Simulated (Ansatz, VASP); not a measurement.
## One calculation of CoO, two programs

```
Co O
1.0
     2.81348    0.00011    0.00003
    -1.40665    2.83599   -0.00013
     0.00005   -0.00023    5.21142
Co O
2 2
Direct
  0.97364 0.00869 0.98742
  0.31468 0.69031 0.48742
  0.00617 0.07338 0.34532
  0.28211 0.62555 0.84531
```

Alike in both runs: functional PBEsol; k mesh 6 × 6 × 4; occupations gaussian, width 0.1 eV; collinear spin.

Ansatz relaxed the structure, and its values are those at the end. VASP's run is a single point on that final structure, the one shown.

|  | VASP | Ansatz |
| --- | --- | --- |
| version | VASP 6.6.1 | Ansatz 0.2.0 |
| potentials or method | VASP PAW PBE potentials, release 64 (Co, O), cutoff 520 eV | scalar-relativistic, plane waves, PAW |
| valence electrons in the cell | 30 | 46 |

Ansatz gave:

```
gap on the k mesh at the Fermi level (eV)                     : none
pressure (GPa)                                                : 0.0
rms of the force components (eV/Å)                            : 0.000
net moment per atom (μB)                                      : 0.00
size of the moment on the site where the two differ most (μB) : 1.90
```

**Question.** What did VASP give for the same quantities?

**Answer.** gap on the k mesh at the Fermi level (eV): none; pressure (GPa): -0.2; rms of the force components (eV/Å): 0.008; net moment per atom (μB): 0.00; size of the moment on the site where the two differ most (μB): 2.03.

VASP's potentials were made for PBE, not for PBEsol. Site moments also hang on the region over which each program counts them. A gap of «none» marks a metal or a gap that the smearing closes. The functional is the same, so the differences come from potentials, cutoffs and numerics. VASP's potentials hold 30 valence electrons a cell and Ansatz's 46, so a difference there can come from the potentials and not from the codes.

The k mesh is coarse, so the values compare programs but aren't converged.
